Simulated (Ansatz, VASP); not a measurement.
# One calculation of BeTe, two programs

The input POSCAR:

```
BeTe
1.0
    0.0000000000      2.8286236224      2.8851960948
    2.8286236224      0.0000000000      2.8851960948
    2.8286236224      2.8286236224      0.0000000000
Be Te
1 1
Direct
    0.0000000000      0.0000000000      0.0000000000
    0.2500000000      0.2500000000      0.2500000000
```

INCAR.step1

```
PREC = Accurate
ENCUT = 520
EDIFF = 1E-5
ISMEAR = 0
SIGMA = 0.01
LREAL = False
LASPH = True
NELM = 100
ALGO = Normal
ISIF = 2
LWAVE = True
LCHARG = False
NBANDS = 11
GGA = PE
```

The input INCAR.step2:

```
PREC = Accurate
ENCUT = 520
EDIFF = 1E-6
ISMEAR = 0
SIGMA = 0.01
LREAL = False
LASPH = True
NELM = 100
ALGO = Normal
ISIF = 2
LWAVE = False
LCHARG = False
GGA = PE
LHFCALC = True
HFSCREEN = 0.2079
PRECFOCK = Normal
NBANDS = 11
ISTART = 1
```

Contents of KPOINTS:

```
Automatic mesh
0
Gamma
  6 6 6
```

Input for Ansatz:

```yaml
crystal:
  lattice:
    - [0.0, 2.8286236224, 2.8851960948]
    - [2.8286236224, 0.0, 2.8851960948]
    - [2.8286236224, 2.8286236224, 0.0]
  atoms:
    - { symbol: Be, position: [0.0, 0.0, 0.0] }
    - { symbol: Te, position: [0.25, 0.25, 0.25] }
kpoints:
  mp_grid: { grid: [6, 6, 6] }
  band_path:
    path:
      - [0.0, 0.0, 0.0]
      - [-0.5, -0.5, 0.0]
      - [-0.375, -0.375, 0.25]
      - [-0.375, 0.0, 0.375]
      - [0.0, 0.0, 0.5]
      - [-0.5, -0.25, 0.25]
      - [0.0, 0.5, 0.5]
    npoints: 1
hamiltonian:
  xc: hse06
scf:
  occupations: { method: fixed }
  n_extra_bands: 4
output:
  forces: true
  stress: true
  eigenvalues: true
```

Change from the starting cell: uniaxial_z strain +2.0%.

Alike in both runs: task single point; functional HSE06; k mesh 6 × 6 × 6; no spin polarisation.

|  | VASP | Ansatz |
| --- | --- | --- |
| version | VASP 6.6.1 | Ansatz 0.2.0 |
| potentials or method | VASP PAW PBE potentials, release 64 (Be, Te) | plane waves, PAW |
| plane-wave cutoff (eV) | 520 | 420 |
| occupations | gaussian, width 0.01 eV | fixed |
| valence electrons in the cell | 8 | 18 |

```tsv
	VASP	Ansatz	Ansatz less VASP
gap on the k mesh at the Fermi level (eV)	2.64	2.66	+0.020
pressure (GPa)	-2.0	-1.9	+0.12
traceless stress, the component that is largest in VASP (GPa)	-0.87	-0.87	-0.002
```

VASP's potentials hold 8 valence electrons a cell and Ansatz's 18, so a difference there can come from the potentials and not from the codes. Ansatz's warnings: stress exchange threshold loose, stress scf threshold loose.

Spin-orbit coupling is off throughout.
